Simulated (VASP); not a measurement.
# BaTiO3 in VASP: notebook

The runs below take BaTiO3 through single point, with PBEsol+U, PBEsol.

Everything below comes from runs of VASP 6.6.1. Logs are shortened: lines on timing, memory, paths and dates and some standing lists are left out, and cuts for length are marked.

## (1) The cell of the first run

The typed cell holds 5 atoms: a = 3.983 Å, b = 3.983 Å, c = 3.983 Å, α = 90.00°, β = 90.00°, γ = 90.00°.

## (2) Single point, PBEsol+U

Contents of INCAR:

```
PREC = Accurate ; ENCUT = 600
EDIFF = 1E-6 ; ISMEAR = -1
SIGMA = 0.05 ; LREAL = False
LASPH = True ; NELM = 200
ALGO = Normal ; ISIF = 2
LWAVE = False ; LCHARG = False
LMAXMIX = 4 ; LDAU = True
LDAUTYPE = 2 ; LDAUL = -1 2 -1
LDAUU = 0 5 0 ; LDAUJ = 0 0 0
LDAUPRINT = 1 ; GGA = PS
NBANDS = 28 ; GGA_COMPAT = False
```

Contents of KPOINTS:

```
regular mesh
0
Gamma
  7 7 7
```

Contents of POSCAR:

```
BaTiO3
1.0
    3.9828275159      0.0000030690     -0.0000032570
    0.0000030690      3.9828028658     -0.0000017248
   -0.0000032718     -0.0000017326      3.9828516222
Ba Ti O
1 1 3
Direct
    0.9999388855      0.9999331842      0.0056316969
    0.4998373785      0.4998293625      0.5056825430
    0.5000485803      0.5000508880      0.0055442673
    0.5000612776      0.0001201560      0.5055782353
    0.0001138881      0.5000664094      0.5055632676
```

Potentials or basis: VASP PAW PBE potentials, release 64 (Ba_sv, Ti_sv, O).

Run with:

```sh
$ cat potpaw_PBE.64/Ba_sv/POTCAR potpaw_PBE.64/Ti_sv/POTCAR potpaw_PBE.64/O/POTCAR > POTCAR
$ mpirun -np 1 vasp_std > vasp.out
```

OUTCAR:

```text
PREC = Accurate
   ENCUT = 600
   EDIFF = 1E-6
   ISMEAR = -1
   LREAL = False
   LASPH = True
   NELM = 200
   ISIF = 2
   GGA = PS

 ion  position               nearest neighbor table
   1  1.000  1.000  0.006-   3 2.82   5 2.82   4 2.82   4 2.82   5 2.82   3 2.82   3 2.82   5 2.82
                             4 2.82   4 2.82   5 2.82   3 2.82   2 3.45   2 3.45   2 3.45   2 3.45
   2  0.500  0.500  0.506-   4 1.99   5 1.99   3 1.99   3 1.99   5 1.99   4 1.99   1 3.45   1 3.45
                             1 3.45   1 3.45   1 3.45   1 3.45   1 3.45   1 3.45
   3  0.500  0.500  0.006-   2 1.99   2 1.99   1 2.82   1 2.82   1 2.82   1 2.82
   4  0.500  0.000  0.506-   2 1.99   2 1.99   1 2.82   1 2.82   1 2.82   1 2.82
   5  0.000  0.500  0.506-   2 1.99   2 1.99   1 2.82   1 2.82   1 2.82   1 2.82

  LATTYP: Found a simple cubic cell.
 ALAT       =     3.9828028658

  Lattice vectors:

 A1 = (  -0.0000030690,  -3.9828028658,   0.0000017248)
 A2 = (   3.9828275159,   0.0000030690,  -0.0000032570)
 A3 = (  -0.0000032718,  -0.0000017326,   3.9828516222)

Analysis of symmetry for initial positions (statically):
=====================================================================
 Subroutine PRICEL returns:
 Original cell was already a primitive cell.

 Routine SETGRP: Setting up the symmetry group for a
 simple cubic supercell.

 Subroutine GETGRP returns: Found  1 space group operations
 (whereof  1 operations were pure point group operations)
 out of a pool of 48 trial point group operations.

The static configuration has the point symmetry C_1 .

Analysis of symmetry for dynamics (positions and initial velocities):
=====================================================================
 Subroutine PRICEL returns:
 Original cell was already a primitive cell.

 Routine SETGRP: Setting up the symmetry group for a
 simple cubic supercell.

 Subroutine GETGRP returns: Found  1 space group operations
 (whereof  1 operations were pure point group operations)
 out of a pool of 48 trial point group operations.

The dynamic configuration has the point symmetry C_1 .

 Subroutine INISYM returns: Found  1 space group operations
 (whereof  1 operations are pure point group operations),
 and found     1 'primitive' translations

----------------------------------------------------------------------------------------

                                     Primitive cell

  volume of cell :      63.1792

  direct lattice vectors                    reciprocal lattice vectors
     3.982827516  0.000003069 -0.000003257     0.251077908 -0.000000193  0.000000206
     0.000003069  3.982802866 -0.000001725    -0.000000193  0.251079462  0.000000109
    -0.000003272 -0.000001733  3.982851622     0.000000205  0.000000109  0.251076388

  length of vectors
     3.982827516  3.982802866  3.982851622     0.251077908  0.251079462  0.251076388

  position of ions in fractional coordinates (direct lattice)
     0.999938886  0.999933184  0.005631697
     0.499837378  0.499829363  0.505682543
     0.500048580  0.500050888  0.005544267
     0.500061278  0.000120156  0.505578235
     0.000113888  0.500066409  0.505563268

  ion indices of the primitive-cell ions
   primitive index   ion index
                 1           1
                 2           2
                 3           3
                 4           4
                 5           5

----------------------------------------------------------------------------------------

 KPOINTS: regular mesh

Automatic generation of k-mesh.
 Grid dimensions read from file:
 generate k-points for:    7    7    7

 Generating k-lattice:

  Cartesian coordinates                     Fractional coordinates (reciprocal lattice)
     0.035868273 -0.000000028  0.000000029     0.142857143  0.000000000  0.000000000
    -0.000000028  0.035868495  0.000000016     0.000000000  0.142857143 -0.000000000
     0.000000029  0.000000016  0.035868055     0.000000000  0.000000000  0.142857143

  Length of vectors
     0.035868273  0.035868495  0.035868055

  Shift w.r.t. Gamma in fractional coordinates (k-lattice)
     0.000000000  0.000000000  0.000000000

 Subroutine IBZKPT returns following result:
 ===========================================

 Found    172 irreducible k-points:

 Following reciprocal coordinates:
            Coordinates               Weight
  0.000000  0.000000  0.000000      1.000000
  0.142857 -0.000000  0.000000      2.000000
  0.000000  0.000000  0.142857      2.000000
 -0.000000 -0.142857  0.000000      2.000000
  0.285714 -0.000000  0.000000      2.000000
 -0.000000 -0.000000  0.285714      2.000000
[... 16 lines left out ...]
  0.142857 -0.000000  0.285714      2.000000
  0.000000  0.285714 -0.142857      2.000000
 [... further k-points ...]
   k-points           NKPTS =    172   k-points in BZ     NKDIM =    172   number of bands    NBANDS=     28
   number of dos      NEDOS =    301   number of ions     NIONS =      5
   total plane-waves  NPLWV =  32768
   dimension x,y,z NGX =    32 NGY =   32 NGZ =   32
   dimension x,y,z NGXF=    64 NGYF=   64 NGZF=   64
   ions per type =               1   1   3
   NGX,Y,Z   is equivalent  to a cutoff of  13.36, 13.36, 13.36 a.u.
   NGXF,Y,Z  is equivalent  to a cutoff of  26.71, 26.71, 26.71 a.u.
 SYSTEM =  unknown system
   PREC   = accura    normal or accurate (medium, high low for compatibility)
   ISTART =      0    job   : 0-new  1-cont  2-samecut
   ICHARG =      2    charge: 1-file 2-atom 10-const
   ISPIN  =      1    spin polarized calculation?
   LNONCOLLINEAR =      F non collinear calculations
   LSORBIT =      F    spin-orbit coupling
   LASPH  =      T    aspherical Exc in radial PAW
   ENCUT  =  600.0 eV  44.10 Ry    6.64 a.u.   7.95  7.95  7.95*2*pi/ulx,y,z
   NELM   =    200;   NELMIN=  2; NELMDL= -5     # of ELM steps
   EDIFF  = 0.1E-05   stopping-criterion for ELM
   LREAL  =      F    real-space projection
   EDIFFG = 0.1E-04   stopping-criterion for IOM
   NSW    =      0    number of steps for IOM
   IBRION =     -1    ionic relax: 0-MD 1-quasi-New 2-CG
   NFREE  =      0    steps in history (QN), initial steepest desc. (CG)
   ISIF   =      2    stress and relaxation
   ISYM   =      2    0-nonsym 1-usesym 2-fastsym
   POTIM  = 0.5000    time-step for ionic-motion
   TEBEG  =    0.0;   TEEND  =   0.0 temperature during run
   PSTRESS=    0.0 pullay stress
   NELECT =      40.0000    total number of electrons
   NUPDOWN=      -1.0000    fix difference up-down
   EMIN   =  10.00;   EMAX   =-10.00  energy-range for DOS
   EFERMI =   0.00;   METHOD = LEGACY
   ISMEAR =    -1;   SIGMA  =   0.05  broadening in eV -4-tet -1-fermi 0-gaus
   EFERMI_NEDOS =   21; number of points for ismear=-14 and -15
   IALGO  =     38    algorithm
   IMIX   =      4    mixing-type and parameters
     AMIX     =   0.40;   BMIX     =  1.00
     AMIX_MAG =   1.60;   BMIX_MAG =  1.00
  volume/ion in A,a.u.               =      12.64        85.27
  Fermi-wavevector in a.u.,A,eV,Ry     =   1.405735  2.656453 26.886335  1.976090
  Thomas-Fermi vector in A             =   2.528166
   LORBIT       =      0    0 simple, 1 ext, 2 COOP (PROOUT), +10 PAW based schemes
 LDA+U is selected, type is set to LDAUTYPE =  2
   angular momentum for each species LDAUL =    -1    2   -1
   U (eV)           for each species LDAUU =   0.0  5.0  0.0
   J (eV)           for each species LDAUJ =   0.0  0.0  0.0
   GGA     = PS    functional components
   LHFCALC =     F    Hartree Fock is set to
   AEXX    =    0.0000 exact exchange contribution
   IVDW    =     0    specifies the selected vdW correction
   LEPSILON=     F    determine dielectric tensor
   LRPA    =     F    only Hartree local field effects (RPA)
 non-spin polarized calculation
  energy-cutoff  :      600.00
  volume of cell :       63.18
 maximum number of plane-waves:      2128
   NGX = 15   NGY = 15   NGZ = 15

atom =   2  type =  2  l = 2

 onsite density matrix

spin component  1

  0.1011  0.0000  0.0000  0.0000  0.0000
  0.0000  0.1011  0.0000 -0.0000 -0.0000
  0.0000  0.0000  0.2388  0.0000  0.0000
  0.0000 -0.0000  0.0000  0.1011  0.0000
  0.0000 -0.0000  0.0000  0.0000  0.2388

spin component  2

  0.1011  0.0000  0.0000  0.0000  0.0000
  0.0000  0.1011  0.0000 -0.0000 -0.0000
  0.0000  0.0000  0.2388  0.0000  0.0000
  0.0000 -0.0000  0.0000  0.1011  0.0000
  0.0000 -0.0000  0.0000  0.0000  0.2388

 occupancies and eigenvectors

  o =  0.1011  v = -0.0068  0.1819 -0.0000  0.9833 -0.0000  0.0000  0.0000  0.0000  0.0000  0.0000      0.0000  0.0000  0.0000  0.0000  0.0000  0.0000  0.0000  0.0000  0.0000  0.0000
  o =  0.1011  v =  0.0000  0.0000  0.0000  0.0000  0.0000 -0.0068  0.1819 -0.0000  0.9833 -0.0000      0.0000  0.0000  0.0000  0.0000  0.0000  0.0000  0.0000  0.0000  0.0000  0.0000
  o =  0.1011  v =  0.0000  0.0000  0.0000  0.0000  0.0000 -0.0369  0.9826 -0.0000 -0.1820  0.0000      0.0000  0.0000  0.0000  0.0000  0.0000  0.0000  0.0000  0.0000  0.0000  0.0000
  o =  0.1011  v = -0.0369  0.9826 -0.0000 -0.1820  0.0000  0.0000  0.0000  0.0000  0.0000  0.0000      0.0000  0.0000  0.0000  0.0000  0.0000  0.0000  0.0000  0.0000  0.0000  0.0000
  o =  0.1011  v =  0.0000  0.0000  0.0000  0.0000  0.0000  0.9993  0.0375 -0.0000 -0.0000 -0.0000      0.0000  0.0000  0.0000  0.0000  0.0000  0.0000  0.0000  0.0000  0.0000  0.0000
  o =  0.1011  v =  0.9993  0.0375 -0.0000 -0.0000 -0.0000  0.0000  0.0000  0.0000  0.0000  0.0000      0.0000  0.0000  0.0000  0.0000  0.0000  0.0000  0.0000  0.0000  0.0000  0.0000
  o =  0.2388  v = -0.0000 -0.0000 -0.9826  0.0000  0.1856  0.0000  0.0000  0.0000  0.0000  0.0000      0.0000  0.0000  0.0000  0.0000  0.0000  0.0000  0.0000  0.0000  0.0000  0.0000
  o =  0.2388  v =  0.0000  0.0000  0.0000  0.0000  0.0000 -0.0000 -0.0000 -0.9826  0.0000  0.1856      0.0000  0.0000  0.0000  0.0000  0.0000  0.0000  0.0000  0.0000  0.0000  0.0000
  o =  0.2388  v =  0.0000  0.0000  0.0000  0.0000  0.0000  0.0000 -0.0000  0.1856  0.0000  0.9826      0.0000  0.0000  0.0000  0.0000  0.0000  0.0000  0.0000  0.0000  0.0000  0.0000
  o =  0.2388  v =  0.0000 -0.0000  0.1856  0.0000  0.9826  0.0000  0.0000  0.0000  0.0000  0.0000      0.0000  0.0000  0.0000  0.0000  0.0000  0.0000  0.0000  0.0000  0.0000  0.0000

 number of electron      39.9999991 magnetization

 Free energy of the ion-electron system (eV)
  ---------------------------------------------------
  ext. energy  EPLUGINS =         0.00000000
  ---------------------------------------------------
  free energy    TOTEN  =       -38.63505622 eV

  energy without entropy =      -38.63505622  energy(sigma->0) =      -38.63505622

 E-fermi :   5.0528     XC(G=0): -11.6032

 val. band max:        3.9142941275   @ k =   0.4286  -0.4286   0.4286
 cond. band min:       6.3063619197   @ k =   0.0000   0.0000   0.0000
 fundamental gap:      2.3920677922
 Fermi energy:         5.0527590984

 k-point     1 :       0.0000    0.0000    0.0000
  band No.  band energies     occupation
      1     -53.6816      2.00000
      2     -29.9526      2.00000
      3     -29.9526      2.00000
      4     -29.9526      2.00000
      5     -20.7547      2.00000
      6     -12.9482      2.00000
[... 20 lines left out ...]
     27       8.8741      0.00000
     28      11.2332      0.00000

 k-point     2 :       0.1429   -0.0000    0.0000
  band No.  band energies     occupation
      1     -53.6814      2.00000
      2     -29.9617      2.00000
      3     -29.9523      2.00000
      4     -29.9523      2.00000
      5     -20.7301      2.00000
      6     -12.9634      2.00000
[... 20 lines left out ...]
     27       9.2875      0.00000
     28      11.7356      0.00000

 k-point     3 :       0.0000    0.0000    0.1429
  band No.  band energies     occupation
      1     -53.6814      2.00000
      2     -29.9617      2.00000
      3     -29.9523      2.00000
      4     -29.9523      2.00000
      5     -20.7301      2.00000
      6     -12.9634      2.00000
[... 616 lines left out ...]
      3     -29.9604      2.00000
      4     -29.9511      2.00000
      5     -20.6542      2.00000
      6     -12.9987      2.00000
[... 20 lines left out ...]
     27      10.7223      0.00000
     28      12.5853      0.00000

 k-point    24 :       0.0000    0.2857   -0.1429
  band No.  band energies     occupation
      1     -53.6808      2.00000
      2     -29.9814      2.00000
      3     -29.9604      2.00000
      4     -29.9511      2.00000
      5     -20.6542      2.00000
      6     -12.9986      2.00000
[... 20 lines left out ...]
     27      10.7223      0.00000
     28      12.5852      0.00000

 [... further k-points ...]

------------------------ aborting loop because EDIFF is reached ----------------------------------------

  FORCE on cell =-STRESS in cart. coord.  units (eV):
  Direction    XX          YY          ZZ          XY          YZ          ZX
  --------------------------------------------------------------------------------------
  -------------------------------------------------------------------------------------
  Total        1.6964329      1.6969611      1.6945602     -0.0000752      0.0000350      0.0000832
  in kB       43.0202411     43.0336357     42.9727495     -0.0019065      0.0008886      0.0021111
  external PRESSURE =      43.0088754 kB  Pullay stress =       0.0000000 kB

 VOLUME and BASIS-vectors are now :
 -----------------------------------------------------------------------------
  energy-cutoff  :      600.00
  volume of cell :       63.18
      direct lattice vectors                 reciprocal lattice vectors
     3.982827516  0.000003069 -0.000003257     0.251077908 -0.000000193  0.000000206
     0.000003069  3.982802866 -0.000001725    -0.000000193  0.251079462  0.000000109
    -0.000003272 -0.000001733  3.982851622     0.000000205  0.000000109  0.251076388

 POSITION                                       TOTAL-FORCE (eV/Angst)
 -----------------------------------------------------------------------------------
      3.98259      3.98254      0.02243         0.000233      0.000329     -0.000212
      1.99077      1.99072      2.01406         0.004819      0.005029     -0.002063
      1.99161      1.99161      0.02208        -0.000012     -0.000015      0.002240
      1.99166      0.00048      2.01364        -0.000258     -0.005027     -0.000127
      0.00045      1.99167      2.01358        -0.004781     -0.000315      0.000162
 -----------------------------------------------------------------------------------
    total drift:                               -0.000008     -0.000007      0.000132

  FREE ENERGIE OF THE ION-ELECTRON SYSTEM (eV)
  ---------------------------------------------------
  free  energy   TOTEN  =       -38.6350562169 eV

  energy  without entropy=      -38.6350562169  energy(sigma->0) =      -38.63505622
```

It took 2 min on 1 thread of Intel Xeon 6975P-C (Granite Rapids), shared host; peak memory 0.46 GiB.

What came out:

```
Free energy            : -38.6351 eV
Pressure               : 4.3 GPa
Largest force          : 0.007 eV/Å
Band gap on the k mesh : 2.39 eV (least direct gap 2.51 eV)
```

Forces in eV/Å, atoms in the order of the input:
```
Ba   0.000  0.000  0.000
Ti   0.005  0.005 -0.002
O    0.000  0.000  0.002
O    0.000 -0.005  0.000
O   -0.005  0.000  0.000
```

Eigenvalues of the final occupation matrices:
```tsv
site	spin	trace	eigenvalues
site 2 d	1	0.78	0.10 0.10 0.10 0.24 0.24
site 2 d	2	0.78	0.10 0.10 0.10 0.24 0.24
```

Caveat: the cell stands under pressure; the PAW data sets were made with another functional, which shifts forces and pressure a little; spin-orbit coupling is left out, which moves the levels of the heavy elements; an odd mesh through Γ misses points on the zone boundary, where band edges can lie.

## (3) Single point, PBEsol

This run uses another cell than the first one, of 12.69 Å³/atom.

Contents of INCAR:

```
  PREC = Accurate
  ENCUT = 600
  EDIFF = 1E-6
  ISMEAR = -1
  SIGMA = 0.05
  LREAL = False
  LASPH = True
  NELM = 120
  ALGO = Normal
  ISIF = 2
  LWAVE = False
  LCHARG = False
  GGA = PS
  NBANDS = 28
  GGA_COMPAT = False
```

KPOINTS is that of step 2.

Contents of POSCAR:

```
BaTiO3
1.0
    3.9888193150      0.0046612189      0.0046221332
    0.0046612189      3.9890318277      0.0046380440
    0.0046431650      0.0046591481      3.9887026108
Ba Ti O
1 1 3
Direct
    0.9938200768      0.9937988923     -0.0005754854
    0.4827798892      0.4827388656      0.4883943156
    0.5057112778      0.5057223461      0.0175786135
    0.5056980084      0.0120221860      0.5112978447
    0.0119907577      0.5057177100      0.5113047217
```

Potentials or basis: VASP PAW PBE potentials, release 64 (Ba_sv, Ti_sv, O).

Run with:

```sh
$ cat potpaw_PBE.64/Ba_sv/POTCAR potpaw_PBE.64/Ti_sv/POTCAR potpaw_PBE.64/O/POTCAR > POTCAR
$ mpirun -np 1 vasp_std > vasp.out
```

Wall time 3.5 min (1 thread of Intel Xeon Platinum 8259CL at 2.50GHz (Skylake/Cascade Lake), shared host); peak memory 0.45 GiB.

Results (log left out):

```yaml
Free_energy: -42.0094 eV
Pressure: 1.8 GPa
Largest_force: 0.051 eV/Å
Band_gap_on_the_k_mesh: 2.32 eV (least direct gap 2.61 eV)
```

Forces on the atoms (eV/Å):
```
Ba   0.022  0.022  0.022
Ti   0.029  0.029  0.030
O   -0.010 -0.010 -0.030
O   -0.010 -0.031 -0.010
O   -0.031 -0.010 -0.010
```

Levels at points of the mesh, in eV from the valence-band top:
```
           k point  band 18  band 19  band 20  band 21  band 22  band 23
(0.00, 0.00, 0.00)    -0.42    -0.29    -0.29     2.32     2.32     2.46
```

Caveat: the PAW data sets were made with another functional, which shifts forces and pressure a little; spin-orbit coupling is left out, which moves the levels of the heavy elements; an odd mesh through Γ misses points on the zone boundary, where band edges can lie.
